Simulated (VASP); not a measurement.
Zn5O, 6 atoms in the cell. Symmetry: P4/mmm, No. 123, tetragonal system. The conventional cell has a = 5.994 Å, b = 5.994 Å, c = 2.945 Å, α = 90.00°, β = 90.00°, γ = 90.00°. Within 3.1 Å of Zn (site symmetry m2m) lie 2 O at 2.37 Å and 5 Zn at 2.38 to 2.94 Å. Within 3.1 Å of Zn (site symmetry 4/mmm) lie 6 Zn at 2.38 to 2.94 Å. O (site symmetry 4/mmm) has 8 Zn at 2.37 Å and 2 O at 2.94 Å within 3.1 Å. The cell was built from a structure type or drawn by symmetry, and may not be a known phase.

| Quantity | Value |
| --- | --- |
| Program | VASP 6.6.1 |
| Task | relaxation of cell and atoms |
| Functional | PBE |
| Potentials or basis | VASP PAW PBE potentials, release 64 (Zn, O) |
| Cutoff | 600 eV |
| k mesh | 4 × 4 × 6 |
| Occupations | gaussian, width 0.1 eV |
| Spin | no spin polarisation |
| Dipole correction | no |
| Further INCAR settings | ALGO = Normal; EDIFF = 1e-06; IBRION = 2; EDIFFG = -0.04; NSW = 90; ISIF = 3 |

Potentials or basis: VASP PAW PBE potentials, release 64 (Zn, O).

The run is started by

```bash
$ cat potpaw_PBE.64/Zn/POTCAR potpaw_PBE.64/O/POTCAR > POTCAR
$ mpirun -np 1 vasp_std > vasp.out
```

Hardware: 1 thread of Intel Xeon 8259CL, on a shared host.

Question: How long does it take, and how much memory?

Answer: It took 15 min on 1 thread of Intel Xeon 8259CL, on a shared host, peak memory 0.29 GiB. Counts: scf iterations 72, k points 24, ion steps 8.
